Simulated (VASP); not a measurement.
# Si3C (Pmmm) in VASP: a series of runs

The runs below take Si3C through single point, with PBE.

Program: VASP 6.6.1. These are calculated values, not measurements. Logs are shortened: lines on timing, memory, paths and dates and some standing lists are left out, and cuts for length are marked.

## (1) The cell of the first run

Symmetry: Pmmm, No. 47, orthorhombic system. The conventional cell has a = 2.496 Å, b = 2.854 Å, c = 7.227 Å, α = 90.00°, β = 90.00°, γ = 90.00°. Within 2.7 Å of Si (site symmetry mm2) lie 2 C at 1.96 Å and 5 Si at 2.50 to 2.69 Å. Si (site symmetry mmm) has 8 Si at 2.50 to 2.85 Å within 3.3 Å. Within 2.6 Å of C (site symmetry mmm) lie 4 Si at 1.96 Å and 2 C at 2.50 Å.

## (2) Single point, PBE

Contents of INCAR:

```
PREC     = Accurate       # precision mode
ENCUT    = 520            # plane-wave cutoff, eV
EDIFF    = 1E-6           # SCF threshold, eV
ISMEAR   = 0              # smearing method
SIGMA    = 0.2            # smearing width, eV
LREAL    = False          # projectors in reciprocal space
LASPH    = True           # aspherical terms in the spheres
NELM     = 100            # most SCF steps
ALGO     = Normal         # electronic algorithm
ISIF     = 2              # what is computed and relaxed
LWAVE    = False          # write WAVECAR
LCHARG   = False          # write CHGCAR
GGA      = PE             # functional
NBANDS   = 26             # bands
```

Contents of KPOINTS:

```
Automatic mesh
0
Gamma
  8 4 4
```

Contents of POSCAR:

```
Si3C
1.0
    0.0000000000     -2.8539657136      0.0000000000
   -4.9923828551      0.0000000000      0.0000000000
    0.0000000000      0.0000000000     -7.2274929454
Si C
6 2
Direct
    0.5000000000      1.0000000000      0.8150078038
    0.5000000000      0.5000000000      0.8150078038
    1.0000000000      1.0000000000      0.5000000000
    1.0000000000      0.5000000000      0.5000000000
    0.5000000000      0.5000000000      0.1849921962
    0.5000000000      0.0000000000      0.1849921962
    0.0000000000      0.5000000000      1.0000000000
    0.0000000000      0.0000000000      0.0000000000
```

Potentials or basis: VASP PAW PBE potentials, release 64 (Si, C).

Started as:

```bash
cat potpaw_PBE.64/Si/POTCAR potpaw_PBE.64/C/POTCAR > POTCAR
mpirun -np 1 vasp_std > vasp.out
```

OUTCAR:

```text
PREC = Accurate
   ENCUT = 520
   EDIFF = 1E-6
   ISMEAR = 0
   LREAL = False
   LASPH = True
   NELM = 100
   ISIF = 2
   GGA = PE

 ion  position               nearest neighbor table
   1  0.500  0.000  0.815-   8 1.96   8 1.96   2 2.50   2 2.50   6 2.67   3 2.69   3 2.69
   2  0.500  0.500  0.815-   7 1.96   7 1.96   1 2.50   1 2.50   5 2.67   4 2.69   4 2.69
   3  0.000  0.000  0.500-   4 2.50   4 2.50   6 2.69   1 2.69   1 2.69   6 2.69
   4  0.000  0.500  0.500-   3 2.50   3 2.50   5 2.69   2 2.69   2 2.69   5 2.69
   5  0.500  0.500  0.185-   7 1.96   7 1.96   6 2.50   6 2.50   2 2.67   4 2.69   4 2.69
   6  0.500  0.000  0.185-   8 1.96   8 1.96   5 2.50   5 2.50   1 2.67   3 2.69   3 2.69
   7  0.000  0.500  0.000-   2 1.96   5 1.96   2 1.96   5 1.96
   8  0.000  0.000  0.000-   1 1.96   6 1.96   1 1.96   6 1.96

  LATTYP: Found a simple orthorhombic cell.
 ALAT       =     2.8539657136
 B/A-ratio  =     1.7492791982
 C/A-ratio  =     2.5324386032

  Lattice vectors:

 A1 = (   0.0000000000,  -2.8539657136,   0.0000000000)
 A2 = (  -4.9923828551,   0.0000000000,   0.0000000000)
 A3 = (   0.0000000000,   0.0000000000,  -7.2274929454)

Analysis of symmetry for initial positions (statically):
=====================================================================
 Subroutine PRICEL returns following result:

  LATTYP: Found a simple orthorhombic cell.
 ALAT       =     2.4961914275
 B/A-ratio  =     1.1433280645
 C/A-ratio  =     2.8954081268

  Lattice vectors:

 A1 = (   2.4961914275,   0.0000000000,   0.0000000000)
 A2 = (   0.0000000000,  -2.8539657136,   0.0000000000)
 A3 = (   0.0000000000,   0.0000000000,  -7.2274929454)

   2 primitive cells build up your supercell.

 Routine SETGRP: Setting up the symmetry group for a
 simple orthorhombic supercell.

 Subroutine GETGRP returns: Found  8 space group operations
 (whereof  8 operations were pure point group operations)
 out of a pool of  8 trial point group operations.

The static configuration has the point symmetry D_2h.

Analysis of symmetry for dynamics (positions and initial velocities):
=====================================================================
 Subroutine PRICEL returns following result:

  LATTYP: Found a simple orthorhombic cell.
[... 124 lines left out ...]
   LREAL  =      F    real-space projection
   EDIFFG = 0.1E-04   stopping-criterion for IOM
   NSW    =      0    number of steps for IOM
   IBRION =     -1    ionic relax: 0-MD 1-quasi-New 2-CG
   NFREE  =      0    steps in history (QN), initial steepest desc. (CG)
   ISIF   =      2    stress and relaxation
   ISYM   =      2    0-nonsym 1-usesym 2-fastsym
   POTIM  = 0.5000    time-step for ionic-motion
   TEBEG  =    0.0;   TEEND  =   0.0 temperature during run
   PSTRESS=    0.0 pullay stress
   NELECT =      32.0000    total number of electrons
   NUPDOWN=      -1.0000    fix difference up-down
   EMIN   =  10.00;   EMAX   =-10.00  energy-range for DOS
   EFERMI =   0.00;   METHOD = LEGACY
   ISMEAR =     0;   SIGMA  =   0.20  broadening in eV -4-tet -1-fermi 0-gaus
   EFERMI_NEDOS =   21; number of points for ismear=-14 and -15
   IALGO  =     38    algorithm
   IMIX   =      4    mixing-type and parameters
     AMIX     =   0.40;   BMIX     =  1.00
     AMIX_MAG =   1.60;   BMIX_MAG =  1.00
  volume/ion in A,a.u.               =      12.87        86.87
  Fermi-wavevector in a.u.,A,eV,Ry     =   1.108860  2.095442 16.729322  1.229571
  Thomas-Fermi vector in A             =   2.245392
   LORBIT       =      0    0 simple, 1 ext, 2 COOP (PROOUT), +10 PAW based schemes
   GGA     = PE    functional components
   LHFCALC =     F    Hartree Fock is set to
   AEXX    =    0.0000 exact exchange contribution
   IVDW    =     0    specifies the selected vdW correction
   LEPSILON=     F    determine dielectric tensor
   LRPA    =     F    only Hartree local field effects (RPA)
 non-spin polarized calculation
 Gauss-broadening in eV      SIGMA  =   0.20
  energy-cutoff  :      520.00
  volume of cell :      102.98
 maximum number of plane-waves:      2803
 NGX is ok and might be reduce to    24

 number of electron      32.0000003 magnetization

 Free energy of the ion-electron system (eV)
  ---------------------------------------------------
  ext. energy  EPLUGINS =         0.00000000
  ---------------------------------------------------
  free energy    TOTEN  =       -45.57335145 eV

  energy without entropy =      -45.51131981  energy(sigma->0) =      -45.54233563

 E-fermi :   9.1185     XC(G=0): -11.1593

 val. band max:        9.1181601131   @ k =   0.2500   0.5000   0.5000
 cond. band min:       9.1766420239   @ k =   0.5000   0.2500   0.0000
 fundamental gap:      0.0584819108
 Fermi energy:         9.1185277533

 k-point     1 :       0.0000    0.0000    0.0000
  band No.  band energies     occupation
      1      -6.9880      2.00000
      2      -3.7852      2.00000
      3      -2.6469      2.00000
      4      -2.4971      2.00000
      5       1.1152      2.00000
      6       1.5474      2.00000
[... 685 lines left out ...]
     25      13.5828      0.00000
     26      15.3436      0.00000

 [... further k-points ...]

------------------------ aborting loop because EDIFF is reached ----------------------------------------

  FORCE on cell =-STRESS in cart. coord.  units (eV):
  Direction    XX          YY          ZZ          XY          YZ          ZX
  --------------------------------------------------------------------------------------
  -------------------------------------------------------------------------------------
  Total       -1.0477872      0.5513761      0.9230990      0.0000000      0.0000000      0.0000000
  in kB      -16.3019423      8.5785565     14.3619882      0.0000000      0.0000000      0.0000000
  external PRESSURE =       2.2128675 kB  Pullay stress =       0.0000000 kB

 VOLUME and BASIS-vectors are now :
 -----------------------------------------------------------------------------
  energy-cutoff  :      520.00
  volume of cell :      102.98
      direct lattice vectors                 reciprocal lattice vectors
     0.000000000 -2.853965714  0.000000000     0.000000000 -0.350389633  0.000000000
    -4.992382855  0.000000000  0.000000000    -0.200305151  0.000000000  0.000000000
     0.000000000  0.000000000 -7.227492945     0.000000000  0.000000000 -0.138360564

 POSITION                                       TOTAL-FORCE (eV/Angst)
 -----------------------------------------------------------------------------------
      0.00000     -1.42698     -5.89046         0.000000      0.000000     -0.030780
     -2.49619     -1.42698     -5.89046         0.000000      0.000000     -0.030780
      0.00000      0.00000     -3.61375         0.000000     -0.000000     -0.000000
     -2.49619      0.00000     -3.61375         0.000000     -0.000000     -0.000000
     -2.49619     -1.42698     -1.33703         0.000000      0.000000      0.030780
      0.00000     -1.42698     -1.33703         0.000000      0.000000      0.030780
     -2.49619      0.00000      0.00000        -0.000000     -0.000000     -0.000000
      0.00000      0.00000      0.00000        -0.000000     -0.000000     -0.000000
 -----------------------------------------------------------------------------------
    total drift:                               -0.000000      0.000000      0.000000

  FREE ENERGIE OF THE ION-ELECTRON SYSTEM (eV)
  ---------------------------------------------------
  free  energy   TOTEN  =       -45.5733514465 eV

  energy  without entropy=      -45.5113198074  energy(sigma->0) =      -45.54233563
```

Run time: 62 s. Hardware: 1 thread of AMD EPYC 9R45 (Zen 5), shared host; peak memory 0.23 GiB.

Results:

| Quantity | Value |
| --- | --- |
| Free energy | -45.5734 eV |
| Pressure | 0.2 GPa |
| Largest force | 0.031 eV/Å |
| Band gap on the k mesh | zero (bands 16 and 17 overlap by 3.85 eV) |

Forces on the atoms (eV/Å):
```
Si   0.000  0.000 -0.031
Si   0.000  0.000 -0.031
Si   0.000  0.000  0.000
Si   0.000  0.000  0.000
Si   0.000  0.000  0.031
Si   0.000  0.000  0.031
C    0.000  0.000  0.000
C    0.000  0.000  0.000
```

Levels at points of the mesh, in eV from the Fermi level:
```tsv
k point	band 14	band 15	band 16	band 17	band 18	band 19
(0.00, 0.00, 0.00)	-1.50	1.11	1.33	1.90	2.46	3.07
(0.50, 0.00, 0.00)	-2.42	-1.89	-1.68	-1.46	-0.32	0.75
(0.00, 0.50, 0.00)	-2.19	0.41	0.41	0.78	0.78	3.73
(0.50, 0.50, 0.00)	-0.80	-0.47	-0.47	-0.35	-0.35	1.53
(0.00, 0.00, 0.50)	-0.96	-0.43	0.91	1.90	3.33	3.80
(0.50, 0.00, 0.50)	-3.48	-2.64	-2.22	-1.93	-0.06	-0.02
(0.00, 0.50, 0.50)	-0.57	0.18	0.18	2.09	2.09	4.51
(0.50, 0.50, 0.50)	-2.43	-2.33	-2.33	-0.77	-0.77	1.78
```

## (3) Single point, PBE, collinear spin

This run uses another cell than the first one: it holds 4 atoms, not 8.

Contents of INCAR:

```
SYSTEM = Si3C
PREC = Accurate
ENCUT = 520
EDIFF = 1E-6
ISMEAR = 0
SIGMA = 0.1
LREAL = .FALSE.
LASPH = .TRUE.
NELM = 150
ALGO = Normal
ISIF = 2
LWAVE = .FALSE.
LCHARG = .FALSE.
ISPIN = 2
MAGMOM = 0 0 0 1
LORBIT = 11
GGA = PE
NBANDS = 20
```

Contents of KPOINTS:

```
Automatic mesh
0
G
  6 6 4
  0 0 0
```

Contents of POSCAR:

```
Si3C
1.0
    2.5907063739      0.0000000000      0.0000000000
    0.0000000000      2.8545034688      0.0000000000
    0.0000000000      0.0000000000      7.0243227378
Si C
3 1
Direct
    0.0000000000      0.5000000000      0.1870047375
    0.0000000000      0.0000000000      0.5000000000
    0.0000000000      0.5000000000      0.8129952625
    0.0000000000      0.0000000000      0.0000000000
```

Potentials or basis: VASP PAW PBE potentials, release 64 (Si, C).

Started as:

```bash
cat potpaw_PBE.64/Si/POTCAR potpaw_PBE.64/C/POTCAR > POTCAR
mpirun -np 1 vasp_std > vasp.out
```

OUTCAR:

```text
SYSTEM = Si3C
   PREC = Accurate
   ENCUT = 520
   EDIFF = 1E-6
   ISMEAR = 0
   LREAL = .FALSE.
   LASPH = .TRUE.
   NELM = 150
   ISIF = 2
   ISPIN = 2
   LORBIT = 11
   GGA = PE

 ion  position               nearest neighbor table
   1  0.000  0.500  0.187-   4 1.94   4 1.94   2 2.62   2 2.62   3 2.63
   2  0.000  0.000  0.500-   1 2.62   3 2.62   1 2.62   3 2.62
   3  0.000  0.500  0.813-   4 1.94   4 1.94   2 2.62   2 2.62   1 2.63
   4  0.000  0.000  0.000-   1 1.94   3 1.94   1 1.94   3 1.94

  LATTYP: Found a simple orthorhombic cell.
 ALAT       =     2.5907063739
 B/A-ratio  =     1.1018243895
 C/A-ratio  =     2.7113542502

  Lattice vectors:

 A1 = (   2.5907063739,   0.0000000000,   0.0000000000)
 A2 = (   0.0000000000,   2.8545034688,   0.0000000000)
 A3 = (   0.0000000000,   0.0000000000,   7.0243227378)

Analysis of symmetry for initial positions (statically):
=====================================================================
 Subroutine PRICEL returns:
 Original cell was already a primitive cell.

 Routine SETGRP: Setting up the symmetry group for a
 simple orthorhombic supercell.

 Subroutine GETGRP returns: Found  8 space group operations
 (whereof  8 operations were pure point group operations)
 out of a pool of  8 trial point group operations.

The static configuration has the point symmetry D_2h.

Analysis of symmetry for dynamics (positions and initial velocities):
=====================================================================
 Subroutine PRICEL returns:
 Original cell was already a primitive cell.

 Routine SETGRP: Setting up the symmetry group for a
 simple orthorhombic supercell.

 Subroutine GETGRP returns: Found  8 space group operations
 (whereof  8 operations were pure point group operations)
 out of a pool of  8 trial point group operations.

The dynamic configuration has the point symmetry D_2h.

Analysis of structural, dynamic, and magnetic symmetry:
=====================================================================
 Subroutine PRICEL returns:
 Original cell was already a primitive cell.

[... 166 lines left out ...]
 fundamental gap:      0.1185446777
 Fermi energy:         9.0563091163

 spin component 1

 k-point     1 :       0.0000    0.0000    0.0000
  band No.  band energies     occupation
      1      -6.9871      1.00000
      2      -2.6817      1.00000
      3      -2.4209      1.00000
      4       4.6481      1.00000
      5       5.6501      1.00000
      6       6.0172      1.00000
[... 541 lines left out ...]
     19      18.7447      0.00000
     20      21.8472      0.00000

 [... further k-points ...]

 spin component 2

 k-point     1 :       0.0000    0.0000    0.0000
  band No.  band energies     occupation
      1      -6.9871      1.00000
      2      -2.6818      1.00000
      3      -2.4209      1.00000
      4       4.6480      1.00000
      5       5.6501      1.00000
      6       6.0172      1.00000
[... 541 lines left out ...]
     19      18.7447      0.00000
     20      21.8463      0.00000

 [... further k-points ...]

------------------------ aborting loop because EDIFF is reached ----------------------------------------

  FORCE on cell =-STRESS in cart. coord.  units (eV):
  Direction    XX          YY          ZZ          XY          YZ          ZX
  --------------------------------------------------------------------------------------
  -------------------------------------------------------------------------------------
  Total       -0.0051920      0.0781904     -0.0586513      0.0000000      0.0000000      0.0000000
  in kB       -0.1601369      2.4116316     -1.8089846      0.0000000      0.0000000      0.0000000
  external PRESSURE =       0.1475033 kB  Pullay stress =       0.0000000 kB

 VOLUME and BASIS-vectors are now :
 -----------------------------------------------------------------------------
  energy-cutoff  :      520.00
  volume of cell :       51.95
      direct lattice vectors                 reciprocal lattice vectors
     2.590706374  0.000000000  0.000000000     0.385995113  0.000000000  0.000000000
     0.000000000  2.854503469  0.000000000     0.000000000  0.350323624  0.000000000
     0.000000000  0.000000000  7.024322738     0.000000000  0.000000000  0.142362479

 POSITION                                       TOTAL-FORCE (eV/Angst)
 -----------------------------------------------------------------------------------
      0.00000      1.42725      1.31358         0.000000      0.000000     -0.022471
      0.00000      0.00000      3.51216         0.000000      0.000000      0.000000
      0.00000      1.42725      5.71074         0.000000      0.000000      0.022471
      0.00000      0.00000      0.00000         0.000000      0.000000      0.000000
 -----------------------------------------------------------------------------------
    total drift:                                0.000000     -0.000000     -0.000000

  FREE ENERGIE OF THE ION-ELECTRON SYSTEM (eV)
  ---------------------------------------------------
  free  energy   TOTEN  =       -22.8276338994 eV

  energy  without entropy=      -22.8235241846  energy(sigma->0) =      -22.82557904

 total charge

# of ion       s       p       d       tot
------------------------------------------
    1        0.757   0.834   0.000   1.591
    2        0.820   0.759   0.000   1.580
    3        0.757   0.834   0.000   1.591
    4        0.890   1.527   0.000   2.418
--------------------------------------------------
tot          3.224   3.956   0.000   7.179

 magnetization (x)

# of ion       s       p       d       tot
------------------------------------------
    1        0.000   0.000   0.000   0.000
    2       -0.000  -0.000   0.000  -0.000
    3        0.000   0.000   0.000   0.000
    4       -0.000  -0.000   0.000  -0.000
--------------------------------------------------
tot          0.000  -0.000   0.000  -0.000
```

OSZICAR:

```text
N       E                     dE             d eps       ncg     rms          rms(c)
DAV:   1     0.197000148312E+02    0.19700E+02   -0.62049E+03  3840   0.675E+02
DAV:   2    -0.220798760495E+02   -0.41780E+02   -0.38431E+02  4932   0.115E+02
DAV:   3    -0.240243173266E+02   -0.19444E+01   -0.19048E+01  4932   0.203E+01
DAV:   4    -0.240375503477E+02   -0.13233E-01   -0.13227E-01  4712   0.210E+00
DAV:   5    -0.240376445750E+02   -0.94227E-04   -0.94222E-04  4852   0.169E-01    0.916E+00
DAV:   6    -0.230468836348E+02    0.99076E+00   -0.44540E+00  4644   0.126E+01    0.503E+00
DAV:   7    -0.228290098499E+02    0.21787E+00   -0.13564E+00  4536   0.548E+00    0.299E+00
DAV:   8    -0.228292295973E+02   -0.21975E-03   -0.11364E-01  4696   0.173E+00    0.889E-01
DAV:   9    -0.228273167808E+02    0.19128E-02   -0.90969E-03  4700   0.563E-01    0.278E-01
DAV:  10    -0.228275159171E+02   -0.19914E-03   -0.15184E-03  4560   0.210E-01    0.151E-01
DAV:  11    -0.228276219895E+02   -0.10607E-03   -0.16020E-04  4872   0.668E-02    0.687E-02
DAV:  12    -0.228276299627E+02   -0.79732E-05   -0.32044E-05  4828   0.329E-02    0.209E-02
DAV:  13    -0.228276322482E+02   -0.22855E-05   -0.77095E-06  4464   0.149E-02    0.864E-03
DAV:  14    -0.228276338893E+02   -0.16411E-05   -0.17463E-06  3996   0.675E-03    0.308E-03
DAV:  15    -0.228276338994E+02   -0.10110E-07   -0.26747E-07  2412   0.297E-03
   1 F= -.22827634E+02 E0= -.22825579E+02  d E =-.410971E-02  mag=    -0.0001
```

Run time: 45 s. Hardware: 1 thread of AMD EPYC 9R45 (Zen 5), shared host; peak memory 0.19 GiB.

Results:

```yaml
Free_energy: -22.8276 eV
Pressure: 0.0 GPa
Largest_force: 0.022 eV/Å
Band_gap_on_the_k_mesh: zero (filled and empty bands overlap)
Net_moment: 0.00 μB per cell
Valence_electrons_inside_the_program's_atomic_spheres: Si 1.59, 1.58 (each value once); C 2.42
```

Forces in eV/Å, atoms in the order of the input:
```
Si   0.000  0.000 -0.022
Si   0.000  0.000  0.000
Si   0.000  0.000  0.022
C    0.000  0.000  0.000
```

Stress tensor (GPa, compression positive):
```
-0.02  0.00  0.00
 0.00  0.24  0.00
 0.00  0.00 -0.18
```

Caveat: the k points lie up to 0.40 Å⁻¹ apart, too coarse for converged energies and pressures of a metal.

(Part 1 of 2 ends here.)
